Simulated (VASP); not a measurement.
# Si (a cell with a defect) in VASP: further runs, part 2 of 2

VASP 6.6.1. The steps go on from the part before.

**4. Single point, PBE**

File INCAR:

```
ALGO = Normal ; EDIFF = 1E-6
ENCUT = 520 ; GGA = PE
ISIF = 2 ; ISMEAR = 0
LASPH = T ; LCHARG = F
LREAL = Auto ; LWAVE = F
NBANDS = 83 ; NELM = 80
PREC = Accurate ; SIGMA = 0.02
```

File KPOINTS:

```
Automatic mesh
0
Gamma
  2 2 2
  0.5 0.5 0.5
```

File POSCAR:

```
Si
1.0
   -5.4700937627     -5.4700937627      5.4700937627
    5.4700937627     -5.4700937627     -5.4700937627
    5.4700937627      5.4700937627      5.4700937627
Si
31
Direct
    0.2500000108      0.7500000325      0.7414324463
    0.0010806030      0.7500000325     -0.0001207475
    0.4989194186      0.4987986712      0.7489194295
    0.2500000108      0.5010805333     -0.0001208389
    0.0085675862      0.5085675165      0.2585675057
    0.7498791937      0.7500000325      0.2510805225
    0.4914324355      0.7499999411      0.4999999303
   -0.0012013505     -0.0010806030      0.7489194295
    0.7501207800      0.2501208497      0.7512012917
    0.5012013722      0.2501208497      0.0001208389
    0.2500000108      0.2498791720      0.2510805225
    0.0010805116      0.2498791720      0.5000000217
    0.7498791937      0.5010805333      0.5000000217
    0.7501207800      0.0012013505      0.0001207475
    0.4989195100     -0.0010805116      0.2487986603
    0.2499999194     -0.0085675862      0.4999999303
    0.0021364350      0.7499999411      0.7479936684
    0.4979936575      0.5021364567      0.4999999303
    0.2499999194      0.5021364567      0.7479936684
    0.0020063641      0.5020062944      0.0041427992
    0.7500000325      0.7500000325      0.0000000000
    0.4979936575      0.7499999411      0.2521364459
    0.0021364350     -0.0020063641      0.4999999303
    0.7500000325      0.2500000108      0.5000000217
    0.4978635866      0.2458572117      0.7478635061
    0.2500000108      0.2500000108      0.0000000000
    0.0020062727      0.2541427186      0.2520062836
    0.7541427403      0.5020062944      0.2520062836
    0.7458572333     -0.0021364350      0.7478635061
    0.4978634952     -0.0021364350     -0.0041427992
    0.2500000108     -0.0020062727      0.2521364459
```

Potentials or basis: VASP PAW PBE potentials, release 64 (Si).

On the command line:

```console
$ cat potpaw_PBE.64/Si/POTCAR > POTCAR
$ mpirun -np 1 vasp_std > vasp.out
```

OUTCAR:

```text
EDIFF = 1E-6
   ENCUT = 520
   GGA = PE
   ISIF = 2
   ISMEAR = 0
   LASPH = T
   LREAL = Auto
   NELM = 80
   PREC = Accurate

 ion  position               nearest neighbor table
   1  0.250  0.750  0.741-  30 2.37  19 2.37  17 2.37
   2  0.001  0.750  1.000-  31 2.37  20 2.37  21 2.38  17 2.39
   3  0.499  0.499  0.749-  18 2.37  19 2.37  21 2.38  25 2.39
   4  0.250  0.501  1.000-  22 2.37  20 2.37  26 2.38  19 2.39
   5  0.009  0.509  0.259-  20 2.37  27 2.37  28 2.37
   6  0.750  0.750  0.251-  23 2.37  28 2.37  21 2.38  22 2.39
   7  0.491  0.750  0.500-  18 2.37  22 2.37  29 2.37
   8  0.999  0.999  0.749-  17 2.37  23 2.37  26 2.38  29 2.39
   9  0.750  0.250  0.751-  25 2.37  29 2.37  24 2.38  20 2.39
  10  0.501  0.250  0.000-  30 2.37  25 2.37  26 2.38  28 2.39
  11  0.250  0.250  0.251-  18 2.37  27 2.37  26 2.38  31 2.39
  12  0.001  0.250  0.500-  19 2.37  27 2.37  24 2.38  23 2.39
  13  0.750  0.501  0.500-  17 2.37  28 2.37  24 2.38  18 2.39
  14  0.750  0.001  0.000-  29 2.37  30 2.37  21 2.38  27 2.39
  15  0.499  0.999  0.249-  31 2.37  22 2.37  24 2.38  30 2.39
  16  0.250  0.991  0.500-  23 2.37  31 2.37  25 2.37
  17  0.002  0.750  0.748-  13 2.37   8 2.37   1 2.37   2 2.39
  18  0.498  0.502  0.500-  11 2.37   3 2.37   7 2.37  13 2.39
  19  0.250  0.502  0.748-  12 2.37   3 2.37   1 2.37   4 2.39
  20  0.002  0.502  0.004-   4 2.37   2 2.37   5 2.37   9 2.39
  21  0.750  0.750  0.000-   6 2.38  14 2.38   2 2.38   3 2.38
  22  0.498  0.750  0.252-   4 2.37  15 2.37   7 2.37   6 2.39
  23  0.002  0.998  0.500-   6 2.37   8 2.37  16 2.37  12 2.39
  24  0.750  0.250  0.500-   9 2.38  12 2.38  13 2.38  15 2.38
  25  0.498  0.246  0.748-   9 2.37  10 2.37  16 2.37   3 2.39
  26  0.250  0.250  0.000-  11 2.38   4 2.38  10 2.38   8 2.38
  27  0.002  0.254  0.252-  11 2.37  12 2.37   5 2.37  14 2.39
  28  0.754  0.502  0.252-   6 2.37  13 2.37   5 2.37  10 2.39
  29  0.746  0.998  0.748-  14 2.37   9 2.37   7 2.37   8 2.39
  30  0.498  0.998  0.996-  10 2.37  14 2.37   1 2.37  15 2.39
  31  0.250  0.998  0.252-   2 2.37  15 2.37  16 2.37  11 2.39

  LATTYP: Found a body centered cubic cell.
 ALAT       =    10.9401875254

  Lattice vectors:

[... 201 lines left out ...]
  volume of cell :      654.70
 maximum number of plane-waves:     17628
 NGX is ok and might be reduce to    70
   NGX = 35   NGY = 35   NGZ = 35

 number of electron     124.0000004 magnetization

 Free energy of the ion-electron system (eV)
  ---------------------------------------------------
  ext. energy  EPLUGINS =         0.00000000
  ---------------------------------------------------
  free energy    TOTEN  =      -164.25958834 eV

  energy without entropy =     -164.24898806  energy(sigma->0) =     -164.25428820

 E-fermi :   5.6112     XC(G=0):  -9.2196

 val. band max:        5.2546052677   @ k =  -0.2500   0.2500   0.2500
 cond. band min:       5.6248319713   @ k =  -0.2500   0.2500   0.2500
 fundamental gap:      0.3702267036
 Fermi energy:         5.6111524168

 k-point     1 :       0.2500    0.2500    0.2500
  band No.  band energies     occupation
      1      -5.6830      2.00000
      2      -5.6830      2.00000
      3      -5.6830      2.00000
      4      -5.4167      2.00000
      5      -3.8405      2.00000
      6      -3.8405      2.00000
[... 66 lines left out ...]
     73       7.0478      0.00000
     74       7.1011      0.00000

 k-point     2 :      -0.2500    0.2500    0.2500
  band No.  band energies     occupation
      1      -6.1381      2.00000
      2      -5.1676      2.00000
      3      -5.1593      2.00000
      4      -5.1593      2.00000
      5      -4.9527      2.00000
      6      -4.3493      2.00000
[... 66 lines left out ...]
     73       7.6521      0.00000
     74       7.7816      0.00000
 [bands above 74 left out]

------------------------ aborting loop because EDIFF is reached ----------------------------------------

  FORCE on cell =-STRESS in cart. coord.  units (eV):
  Direction    XX          YY          ZZ          XY          YZ          ZX
  --------------------------------------------------------------------------------------
  -------------------------------------------------------------------------------------
  Total       -4.7033594     -4.7033594     -4.7033594      0.0000000     -0.0000000     -0.0000000
  in kB      -11.5099767    -11.5099767    -11.5099767      0.0000000     -0.0000000     -0.0000000
  external PRESSURE =     -11.5099767 kB  Pullay stress =       0.0000000 kB

 VOLUME and BASIS-vectors are now :
 -----------------------------------------------------------------------------
  energy-cutoff  :      520.00
  volume of cell :      654.70
      direct lattice vectors                 reciprocal lattice vectors
    -5.470093763 -5.470093763  5.470093763     0.000000000 -0.091406111  0.091406111
     5.470093763 -5.470093763 -5.470093763     0.091406111 -0.091406111  0.000000000
     5.470093763  5.470093763  5.470093763     0.091406111  0.000000000  0.091406111

 POSITION                                       TOTAL-FORCE (eV/Angst)
 -----------------------------------------------------------------------------------
      6.79075     -1.41439      1.32066        -0.005354     -0.005354     -0.005354
      9.56609      1.36095      1.37277        -0.001087     -0.001087     -0.007798
      4.09600     -1.36095      4.09732        -0.001087      0.001087      0.007798
      6.84287      1.36095      4.09600        -0.007798     -0.001087     -0.001087
      4.14944     -1.41439     -1.32066         0.005354     -0.005354      0.005354
      1.37409     -6.83105      1.37277         0.001087      0.001087     -0.007798
[... 23 lines left out ...]
      8.18248     -2.73434      2.71238         0.009458     -0.007243      0.009458
      5.47081     -5.44743     -2.71239        -0.007243     -0.009458     -0.009458
 -----------------------------------------------------------------------------------
    total drift:                               -0.000202      0.000102      0.000373

  FREE ENERGIE OF THE ION-ELECTRON SYSTEM (eV)
  ---------------------------------------------------
  free  energy   TOTEN  =      -164.2595883376 eV

  energy  without entropy=     -164.2489880601  energy(sigma->0) =     -164.25428820
```

OSZICAR:

```text
N       E                     dE             d eps       ncg     rms          rms(c)
DAV:   1     0.318863440457E+03    0.31886E+03   -0.46932E+04   332   0.123E+03
DAV:   2    -0.135748557911E+03   -0.45461E+03   -0.43144E+03   394   0.177E+02
DAV:   3    -0.165965105186E+03   -0.30217E+02   -0.29619E+02   400   0.413E+01
DAV:   4    -0.166837551171E+03   -0.87245E+00   -0.86506E+00   416   0.825E+00
DAV:   5    -0.166858246710E+03   -0.20696E-01   -0.20644E-01   400   0.130E+00    0.181E+01
DAV:   6    -0.164970909356E+03    0.18873E+01   -0.14777E+00   384   0.269E+00    0.110E+01
DAV:   7    -0.164250172427E+03    0.72074E+00   -0.21137E+00   376   0.329E+00    0.109E+00
DAV:   8    -0.164252573833E+03   -0.24014E-02   -0.19243E-01   368   0.113E+00    0.511E-01
DAV:   9    -0.164257597624E+03   -0.50238E-02   -0.18021E-02   384   0.358E-01    0.249E-01
DAV:  10    -0.164258899273E+03   -0.13016E-02   -0.20812E-03   384   0.117E-01    0.137E-01
DAV:  11    -0.164259543329E+03   -0.64406E-03   -0.61702E-04   368   0.724E-02    0.341E-02
DAV:  12    -0.164259579495E+03   -0.36166E-04   -0.63965E-05   400   0.224E-02    0.203E-02
DAV:  13    -0.164259588850E+03   -0.93551E-05   -0.16894E-05   368   0.114E-02    0.397E-03
DAV:  14    -0.164259588338E+03    0.51209E-06   -0.54902E-07   224   0.230E-03
   1 F= -.16425959E+03 E0= -.16425429E+03  d E =-.106003E-01
```

stdout:

```text
POSCAR found type information on POSCAR Si
 POSCAR found :  1 types and      31 ions
 scaLAPACK will be used
 LDA part: xc-table for (Slater+PW92), standard interpolation
 POSCAR, INCAR and KPOINTS ok, starting setup
 FFT: planning ... GRIDC
 FFT: planning ... GRID_SOFT
 FFT: planning ... GRID
 WAVECAR not read
 entering main loop
```

It took 4 min on 1 thread of AMD EPYC 7R43 (Zen 3), shared host; peak memory 0.6 GiB.

Results:

```
Free energy            : -164.2596 eV
Pressure               : -1.2 GPa
Largest force          : 0.015 eV/Å
Band gap on the k mesh : zero (bands 62 and 63 overlap by 0.15 eV)
```

Forces on the atoms (eV/Å):
```
Si  -0.005 -0.005 -0.005
Si  -0.001 -0.001 -0.008
Si  -0.001  0.001  0.008
Si  -0.008 -0.001 -0.001
Si   0.005 -0.005  0.005
Si   0.001  0.001 -0.008
Si   0.005  0.005 -0.005
Si   0.008  0.001 -0.001
Si   0.001 -0.008  0.001
Si   0.008 -0.001  0.001
Si  -0.008  0.001  0.001
Si  -0.001  0.008  0.001
Si   0.001  0.008 -0.001
Si   0.001 -0.001  0.008
Si  -0.001 -0.008 -0.001
Si  -0.005  0.005  0.005
Si   0.009  0.009 -0.007
Si  -0.009  0.007  0.009
Si  -0.007  0.009  0.009
Si  -0.009 -0.007 -0.009
Si   0.000  0.000  0.000
Si  -0.009 -0.009 -0.007
Si   0.009  0.007 -0.009
Si   0.000  0.000  0.000
Si   0.009 -0.009  0.007
Si   0.000  0.000  0.000
Si  -0.009  0.009  0.007
Si   0.007  0.009 -0.009
Si   0.007 -0.009  0.009
Si   0.009 -0.007  0.009
Si  -0.007 -0.009 -0.009
```

Caveat: the k points lie up to 0.41 Å⁻¹ apart.

**5. Single point, PBE**

File INCAR:

```
ALGO     = Normal         # electronic algorithm
EDIFF    = 1E-7           # SCF threshold, eV
ENCUT    = 520            # plane-wave cutoff, eV
GGA      = PE             # functional
ISIF     = 2              # what is computed and relaxed
ISMEAR   = 0              # smearing method
LASPH    = True           # aspherical terms in the spheres
LCHARG   = False          # write CHGCAR
LREAL    = Auto         
LWAVE    = False          # write WAVECAR
NBANDS   = 83             # bands
NELM     = 100            # most SCF steps
PREC     = Accurate       # precision mode
SIGMA    = 0.02           # smearing width, eV
```

KPOINTS is that of step 4.

File POSCAR:

```
Si
1.0
   -5.4700937627     -5.4700937627      5.4700937627
    5.4700937627     -5.4700937627     -5.4700937627
    5.4700937627      5.4700937627      5.4700937627
Si
31
Direct
    0.2500000108      0.7500000325      0.5085675165
    0.0020063641      0.7500000325     -0.0021364350
    0.4978635866      0.5020063858      0.7500000325
    0.2500000108      0.5020063858     -0.0021364350
    0.0021364350      0.5021364567      0.2541428100
    0.7499999411      0.7499999411      0.2499999194
    0.4978635866      0.7500000325      0.5020063858
    0.0020063641     -0.0021364350      0.7500000325
    0.7499999411      0.2499999194      0.7499999411
    0.4979936575      0.2458572117     -0.0020063641
    0.2499999194      0.2499999194      0.2499999194
    0.0021364350      0.2541428100      0.5021364567
    0.7541428317      0.5021364567      0.5021364567
    0.7458572333     -0.0020062727     -0.0020062727
    0.4979936575     -0.0020063641      0.2458572117
    0.2500000108     -0.0021364350      0.5020063858
    0.0085674948      0.7499999411      0.7499999411
    0.5012012808      0.5010805333      0.5010805333
    0.2500000108      0.5085675165      0.7500000325
    0.0010805116      0.5010805333      0.0012012591
    0.7501207800      0.7500000325     -0.0010805116
    0.4989195100      0.7500000325      0.2501207583
    0.0010805116      0.0012012591      0.5010805333
    0.7498792851      0.2498792634      0.4987987626
    0.4989195100      0.2501207583      0.7500000325
    0.2500000108      0.2501207583     -0.0010805116
   -0.0012012591      0.2498792634      0.2498792634
    0.7498792851      0.4987987626      0.2498792634
    0.7501207800     -0.0010805116      0.7500000325
    0.4914325269     -0.0085674948     -0.0085674948
    0.2500000108     -0.0010805116      0.2501207583
```

On the command line:

```console
$ cat potpaw_PBE.64/Si/POTCAR > POTCAR
$ mpirun -np 1 vasp_std > vasp.out
```

It took 4.7 min on 1 thread of AMD EPYC 7R43 (Zen 3), shared host; peak memory 0.6 GiB.

The run converged. Its results:

```
Free energy            : -164.2597 eV
Pressure               : -1.2 GPa
Largest force          : 0.016 eV/Å
Band gap on the k mesh : zero (bands 62 and 63 overlap by 0.15 eV)
```

Forces on the atoms (eV/Å):
```
Si   0.004  0.004  0.004
Si   0.010  0.010  0.007
Si  -0.010 -0.007  0.010
Si   0.007  0.010  0.010
Si  -0.010  0.007 -0.010
Si   0.000  0.000  0.000
Si  -0.010 -0.010  0.007
Si   0.010 -0.007 -0.010
Si   0.000  0.000  0.000
Si   0.010 -0.010 -0.007
Si   0.000  0.000  0.000
Si  -0.010  0.010 -0.007
Si  -0.007  0.010 -0.010
Si  -0.007 -0.010  0.010
Si   0.010  0.007  0.010
Si   0.007 -0.010 -0.010
Si  -0.004 -0.004  0.004
Si  -0.006 -0.003  0.003
Si   0.004 -0.004 -0.004
Si   0.003  0.006  0.003
Si  -0.003 -0.003  0.006
Si   0.003  0.003  0.006
Si   0.003 -0.003 -0.006
Si  -0.003  0.006 -0.003
Si   0.003 -0.006 -0.003
Si   0.006 -0.003 -0.003
Si  -0.006  0.003 -0.003
Si  -0.003  0.003 -0.006
Si  -0.003 -0.006  0.003
Si  -0.004  0.004 -0.004
Si   0.006  0.003  0.003
```

Levels at points of the mesh, in eV from the Fermi level:
| k point | band 58 | band 59 | band 60 | band 61 | band 62 | band 63 | band 64 | band 65 |
| --- | --- | --- | --- | --- | --- | --- | --- | --- |
| (0.25, 0.25, 0.25) | -1.04 | -1.04 | -1.03 | -1.03 | 0.16 | 0.16 | 0.16 | 1.27 |

Caveat: the k points lie up to 0.41 Å⁻¹ apart.

The gap in the log of VASP goes by the Fermi energy; the results here count the filled bands.